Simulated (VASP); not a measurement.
Set up this calculation in VASP 6.6.1, as the native input.

* Task: single point
* Functional: PBEsol
* Potentials or basis: VASP PAW PBE potentials, release 64 (V_sv, N)
* Cutoff: 520 eV
* k mesh: 8 × 8 × 8, shifted
* Occupations: gaussian, width 0.1 eV
* Spin: no spin polarisation
* Dipole correction: no
* Further INCAR settings: ALGO = Normal; EDIFF = 1e-06; NBANDS = 32

The structure of VN2 lies in POSCAR:

```
VN2
1.0
   -2.1507500000      2.1507500000      2.4913500000
    2.1507500000     -2.1507500000      2.4913500000
    2.1507500000      2.1507500000     -2.4913500000
V N
2 4
Direct
    0.2500000000      0.2500000000      0.0000000000
    0.7500000000      0.7500000000      0.0000000000
    0.1151000000      0.6151000000      0.7302000000
    0.6151000000      0.8849000000      0.5000000000
    0.8849000000      0.3849000000      0.2698000000
    0.3849000000      0.1151000000      0.5000000000
```

One way to write it, as run:

INCAR

```
PREC = Accurate
ENCUT = 520
EDIFF = 1E-6
ISMEAR = 0
SIGMA = 0.1
LREAL = F
LASPH = T
NELM = 100
ALGO = Normal
ISIF = 2
LWAVE = F
LCHARG = F
GGA = PS
NBANDS = 32
```

KPOINTS

```
Automatic mesh
0
Gamma
  8 8 8
  0.5 0.5 0.5
```

Potentials or basis: VASP PAW PBE potentials, release 64 (V_sv, N).

Command:

```console
$ cat potpaw_PBE.64/V_sv/POTCAR potpaw_PBE.64/N/POTCAR > POTCAR
$ mpirun -np 1 vasp_std > vasp.out
```

It gave:

```json
{
 "Pressure": "-10.9 GPa",
 "Largest force": "0.376 eV/Å",
 "Band gap on the k mesh": "zero (band 23 reaches 11.49 eV, above the bottom of band 24 at 11.26 eV)"
}
```

Caveat: the PAW data sets were made with another functional, which shifts forces and pressure a little; the run has no spin polarisation, though such a crystal can be magnetic.

It took 55 s on 1 thread of AMD EPYC 9R45 96-Core Processor (Zen 5) (shared host), peak memory 0.18 GiB.
